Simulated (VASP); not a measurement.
# MgS (Niningerite) (Fm-3m) in VASP: notebook

Runs on MgS (Niningerite). Level: r2SCAN. Tasks: single point.

Everything below comes from runs of VASP 6.6.1. Logs are shortened: lines on timing, memory, paths and dates and some standing lists are left out, and cuts for length are marked.

## Step 1: The cell of the first run

The structure is cubic, space group Fm-3m (No. 225). The conventional cell has a = 5.339 Å, b = 5.339 Å, c = 5.339 Å, α = 90.00°, β = 90.00°, γ = 90.00°. Within 3.5 Å of Mg (site symmetry m-3m) lie 6 S at 2.67 Å. Within 3.5 Å of S (site symmetry m-3m) lie 6 Mg at 2.67 Å.

## Step 2: Single point, r2SCAN

POSCAR reads:

```
MgS
1.0
    0.0000000000      2.6692553530      2.6692553530
    2.6692553530      0.0000000000      2.6692553530
    2.6692553530      2.6692553530      0.0000000000
Mg S
1 1
Direct
    0.0000000000      0.0000000000      0.0000000000
    0.5000000000      0.5000000000      0.5000000000
```

INCAR.step1 reads:

```
PREC     = Accurate       # precision mode
ENCUT    = 520            # plane-wave cutoff, eV
ISMEAR   = 0              # smearing method
SIGMA    = 0.01           # smearing width, eV
LREAL    = F              # projectors in reciprocal space
LASPH    = T              # aspherical terms in the spheres
NELM     = 100            # most SCF steps
NBANDS   = 11             # bands
GGA      = PE             # functional
ALGO     = Normal         # electronic algorithm
EDIFF    = 1E-4           # SCF threshold, eV
LWAVE    = T              # write WAVECAR
LCHARG   = F              # write CHGCAR
```

INCAR.step2 reads:

```
PREC     = Accurate       # precision mode
ENCUT    = 520            # plane-wave cutoff, eV
EDIFF    = 1E-6           # SCF threshold, eV
ISMEAR   = 0              # smearing method
SIGMA    = 0.01           # smearing width, eV
LREAL    = F              # projectors in reciprocal space
LASPH    = T              # aspherical terms in the spheres
NELM     = 100            # most SCF steps
ALGO     = Normal         # electronic algorithm
ISIF     = 2              # what is computed and relaxed
LWAVE    = F              # write WAVECAR
LCHARG   = T              # write CHGCAR
METAGGA  = R2SCAN         # meta-GGA
LMIXTAU  = T            
LELF     = T              # ELF
LVHAR    = T            
NBANDS   = 11             # bands
ISTART   = 1
```

KPOINTS reads:

```
regular mesh
0
Gamma
  6 6 6
```

Potentials or basis: VASP PAW PBE potentials, release 64 (Mg, S).

Started as:

```sh
$ cat potpaw_PBE.64/Mg/POTCAR potpaw_PBE.64/S/POTCAR > POTCAR
$ cp INCAR.step1 INCAR
$ mpirun -np 1 vasp_std > vasp.out
$ cp INCAR.step2 INCAR
$ mpirun -np 1 vasp_std > vasp.out
```

OUTCAR:

```text
PREC = Accurate
   ENCUT = 520
   EDIFF = 1E-6
   ISMEAR = 0
   LREAL = F
   LASPH = T
   NELM = 100
   ISIF = 2
   METAGGA = R2SCAN
   ISTART = 1

 ion  position               nearest neighbor table
   1  0.000  0.000  0.000-   2 2.67   2 2.67   2 2.67   2 2.67   2 2.67   2 2.67
   2  0.500  0.500  0.500-   1 2.67   1 2.67   1 2.67   1 2.67   1 2.67   1 2.67

  LATTYP: Found a face centered cubic cell.
 ALAT       =     5.3385107060

  Lattice vectors:

 A1 = (   0.0000000000,   2.6692553530,   2.6692553530)
 A2 = (   2.6692553530,   0.0000000000,   2.6692553530)
 A3 = (   2.6692553530,   2.6692553530,   0.0000000000)

Analysis of symmetry for initial positions (statically):
=====================================================================
 Subroutine PRICEL returns:
 Original cell was already a primitive cell.

 Routine SETGRP: Setting up the symmetry group for a
 face centered cubic supercell.

 Subroutine GETGRP returns: Found 48 space group operations
 (whereof 48 operations were pure point group operations)
 out of a pool of 48 trial point group operations.

The static configuration has the point symmetry O_h .

Analysis of symmetry for dynamics (positions and initial velocities):
=====================================================================
 Subroutine PRICEL returns:
 Original cell was already a primitive cell.

 Routine SETGRP: Setting up the symmetry group for a
 face centered cubic supercell.

 Subroutine GETGRP returns: Found 48 space group operations
 (whereof 48 operations were pure point group operations)
 out of a pool of 48 trial point group operations.

The dynamic configuration has the point symmetry O_h .

 Subroutine INISYM returns: Found 48 space group operations
 (whereof 48 operations are pure point group operations),
 and found     1 'primitive' translations

----------------------------------------------------------------------------------------

                                     Primitive cell

  volume of cell :      38.0365

  direct lattice vectors                    reciprocal lattice vectors
     0.000000000  2.669255353  2.669255353    -0.187318160  0.187318160  0.187318160
     2.669255353  0.000000000  2.669255353     0.187318160 -0.187318160  0.187318160
     2.669255353  2.669255353  0.000000000     0.187318160  0.187318160 -0.187318160
[... 79 lines left out ...]
   IBRION =     -1    ionic relax: 0-MD 1-quasi-New 2-CG
   NFREE  =      0    steps in history (QN), initial steepest desc. (CG)
   ISIF   =      2    stress and relaxation
   ISYM   =      2    0-nonsym 1-usesym 2-fastsym
   POTIM  = 0.5000    time-step for ionic-motion
   TEBEG  =    0.0;   TEEND  =   0.0 temperature during run
   PSTRESS=    0.0 pullay stress
   NELECT =       8.0000    total number of electrons
   NUPDOWN=      -1.0000    fix difference up-down
   EMIN   =  10.00;   EMAX   =-10.00  energy-range for DOS
   EFERMI =   0.00;   METHOD = LEGACY
   ISMEAR =     0;   SIGMA  =   0.01  broadening in eV -4-tet -1-fermi 0-gaus
   EFERMI_NEDOS =   21; number of points for ismear=-14 and -15
   IALGO  =     38    algorithm
   IMIX   =      4    mixing-type and parameters
     AMIX     =   0.40;   BMIX     =  1.00
     AMIX_MAG =   1.60;   BMIX_MAG =  1.00
  volume/ion in A,a.u.               =      19.02       128.34
  Fermi-wavevector in a.u.,A,eV,Ry     =   0.973579  1.839798 12.896375  0.947857
  Thomas-Fermi vector in A             =   2.103970
   LORBIT       =      0    0 simple, 1 ext, 2 COOP (PROOUT), +10 PAW based schemes
   METAGGA = R2SCAN    functional components
   LHFCALC =     F    Hartree Fock is set to
   AEXX    =    0.0000 exact exchange contribution
   IVDW    =     0    specifies the selected vdW correction
   LEPSILON=     F    determine dielectric tensor
   LRPA    =     F    only Hartree local field effects (RPA)
 non-spin polarized calculation
 Gauss-broadening in eV      SIGMA  =   0.01
  energy-cutoff  :      520.00
  volume of cell :       38.04
 maximum number of plane-waves:      1034
   NGX = 13   NGY = 13   NGZ = 13

 number of electron       8.0000001 magnetization

 Free energy of the ion-electron system (eV)
  ---------------------------------------------------
  ext. energy  EPLUGINS =         0.00000000
  ---------------------------------------------------
  free energy    TOTEN  =       -15.45220312 eV

  energy without entropy =      -15.45220312  energy(sigma->0) =      -15.45220312

 E-fermi :   2.9214     XC(G=0):  -9.7537

 val. band max:        2.8394283819   @ k =   0.0000   0.0000   0.0000
 cond. band min:       6.0998000978   @ k =   0.5000   0.5000   0.0000
 fundamental gap:      3.2603717159
 Fermi energy:         2.9213513328

 k-point     1 :       0.0000    0.0000    0.0000
  band No.  band energies     occupation
      1      -9.9183      2.00000
      2       2.8394      2.00000
      3       2.8394      2.00000
      4       2.8394      2.00000
      5       6.8353      0.00000
      6      11.4079      0.00000
      7      11.4079      0.00000
      8      11.4079      0.00000
      9      13.6802      0.00000
     10      13.6802      0.00000
     11      16.1540      0.00000
[... 197 lines left out ...]
 k-point    16 :      -0.3333    0.5000    0.1667
  band No.  band energies     occupation
      1      -8.4209      2.00000
      2      -0.6153      2.00000
      3       0.4799      2.00000
      4       0.8273      2.00000
      5       7.6348      0.00000
      6       9.6854      0.00000
      7      12.3923      0.00000
      8      13.1001      0.00000
      9      17.0081      0.00000
     10      18.2961      0.00000
     11      18.6165      0.00000

------------------------ aborting loop because EDIFF is reached ----------------------------------------

  FORCE on cell =-STRESS in cart. coord.  units (eV):
  Direction    XX          YY          ZZ          XY          YZ          ZX
  --------------------------------------------------------------------------------------
  -------------------------------------------------------------------------------------
  Total       -1.3439995     -1.3439995     -1.3439995      0.0000000      0.0000000     -0.0000000
  in kB      -56.6121094    -56.6121094    -56.6121094      0.0000000      0.0000000     -0.0000000
  external PRESSURE =     -56.6121094 kB  Pullay stress =       0.0000000 kB

 VOLUME and BASIS-vectors are now :
 -----------------------------------------------------------------------------
  energy-cutoff  :      520.00
  volume of cell :       38.04
      direct lattice vectors                 reciprocal lattice vectors
     0.000000000  2.669255353  2.669255353    -0.187318160  0.187318160  0.187318160
     2.669255353  0.000000000  2.669255353     0.187318160 -0.187318160  0.187318160
     2.669255353  2.669255353  0.000000000     0.187318160  0.187318160 -0.187318160

 POSITION                                       TOTAL-FORCE (eV/Angst)
 -----------------------------------------------------------------------------------
      0.00000      0.00000      0.00000         0.000000     -0.000000      0.000000
      2.66926      2.66926      2.66926        -0.000000      0.000000     -0.000000
 -----------------------------------------------------------------------------------
    total drift:                                0.000000      0.000000      0.000000

  FREE ENERGIE OF THE ION-ELECTRON SYSTEM (eV)
  ---------------------------------------------------
  free  energy   TOTEN  =       -15.4522031226 eV

  energy  without entropy=      -15.4522031226  energy(sigma->0) =      -15.45220312
```

OUTCAR.step1:

```text
PREC = Accurate
   ENCUT = 520
   ISMEAR = 0
   LREAL = F
   LASPH = T
[... 433 lines left out ...]
 -----------------------------------------------------------------------------------
      0.00000      0.00000      0.00000        -0.000000      0.000000     -0.000000
      2.66926      2.66926      2.66926         0.000000     -0.000000      0.000000
 -----------------------------------------------------------------------------------
    total drift:                                0.000000      0.000000      0.000000

  FREE ENERGIE OF THE ION-ELECTRON SYSTEM (eV)
  ---------------------------------------------------
  free  energy   TOTEN  =        -8.4669819655 eV

  energy  without entropy=       -8.4669819655  energy(sigma->0) =       -8.46698197
```

OSZICAR.step1:

```text
N       E                     dE             d eps       ncg     rms          rms(c)
DAV:   1     0.225778046522E+02    0.22578E+02   -0.34547E+03   368   0.578E+02
DAV:   2    -0.734333685897E+01   -0.29921E+02   -0.28397E+02   428   0.100E+02
DAV:   3    -0.889870542606E+01   -0.15554E+01   -0.15531E+01   432   0.240E+01
DAV:   4    -0.890971623468E+01   -0.11011E-01   -0.11007E-01   425   0.239E+00
DAV:   5    -0.890982698249E+01   -0.11075E-03   -0.11075E-03   419   0.241E-01    0.411E+00
DAV:   6    -0.850970205672E+01    0.40012E+00   -0.91052E-01   385   0.364E+00    0.317E+00
DAV:   7    -0.846795901565E+01    0.41743E-01   -0.22105E-01   409   0.198E+00    0.217E+00
DAV:   8    -0.846738335809E+01    0.57566E-03   -0.17625E-02   373   0.803E-01    0.102E+00
DAV:   9    -0.846696828857E+01    0.41507E-03   -0.10525E-03   400   0.181E-01    0.378E-01
DAV:  10    -0.846698196549E+01   -0.13677E-04   -0.28412E-04   371   0.766E-02
   1 F= -.84669820E+01 E0= -.84669820E+01  d E =-.714776E-14
```

Run time: 17 s. Hardware: 1 thread of Intel Xeon 6975P-C (Granite Rapids), shared host; peak memory 0.16 GiB.

Results:

| Property | Result |
| --- | --- |
| Free energy | -15.4522 eV |
| Pressure | -5.7 GPa |
| Band gap on the k mesh | 3.26 eV, indirect (least direct gap 4.00 eV) |

Caveat: the PAW data sets were made with another functional, which shifts forces and pressure a little.

## Step 3: Single point, r2SCAN

This run uses another cell than the first one, of 19.72 Å³/atom, 1.037 times its volume.

POSCAR reads:

```
MgS
1.0
    0.0000000000      2.7018104560      2.7018104560
    2.7018104560      0.0000000000      2.7018104560
    2.7018104560      2.7018104560      0.0000000000
Mg S
1 1
Direct
    0.0000000000      0.0000000000      0.0000000000
    0.5000000000      0.5000000000      0.5000000000
```

INCAR.step1 reads:

```
SYSTEM = MgS
ALGO = Normal ; EDIFF = 1E-4
ENCUT = 520 ; GGA = PE
ISMEAR = 0 ; LASPH = .TRUE.
LCHARG = .FALSE. ; LREAL = .FALSE.
LWAVE = .TRUE. ; NBANDS = 11
NELM = 80 ; PREC = Accurate
SIGMA = 0.01
```

INCAR.step2 reads:

```
SYSTEM = MgS
ALGO = Normal ; EDIFF = 1E-6
ENCUT = 520 ; ISIF = 2
ISMEAR = 0 ; ISTART = 1
LASPH = .TRUE. ; LCHARG = .TRUE.
LELF = .TRUE. ; LMIXTAU = .TRUE.
LREAL = .FALSE. ; LVHAR = .TRUE.
LWAVE = .FALSE. ; METAGGA = R2SCAN
NBANDS = 11 ; NELM = 80
PREC = Accurate ; SIGMA = 0.01
```

KPOINTS reads:

```
k-points
0
G
  6 6 6
  0 0 0
```

Potentials or basis: VASP PAW PBE potentials, release 64 (Mg, S).

Started as:

```sh
$ cat potpaw_PBE.64/Mg/POTCAR potpaw_PBE.64/S/POTCAR > POTCAR
$ cp INCAR.step1 INCAR
$ mpirun -np 1 vasp_std > vasp.out
$ cp INCAR.step2 INCAR
$ mpirun -np 1 vasp_std > vasp.out
```

Run time: 18 s. Hardware: 1 thread of Intel Xeon 6975P-C (Granite Rapids), shared host; peak memory 0.16 GiB.

Results (log left out):

* Free energy: -15.3940 eV
* Pressure: -7.6 GPa
* Band gap on the k mesh: 3.18 eV, indirect (least direct gap 3.72 eV)

Levels at points of the mesh, in eV from the valence-band top:
| k point | band 2 | band 3 | band 4 | band 5 | band 6 | band 7 |
| --- | --- | --- | --- | --- | --- | --- |
| (0.00, 0.00, 0.00) | 0.00 | 0.00 | 0.00 | 3.72 | 8.58 | 8.58 |
| (0.50, 0.00, 0.00) | -4.30 | -0.50 | -0.50 | 5.03 | 7.35 | 7.35 |
| (0.50, 0.50, 0.00) | -3.70 | -1.48 | -1.48 | 3.18 | 5.23 | 11.99 |

Caveat: the PAW data sets were made with another functional, which shifts forces and pressure a little. r2SCAN opens gaps a little over a GGA but as a rule still falls short of measured ones.
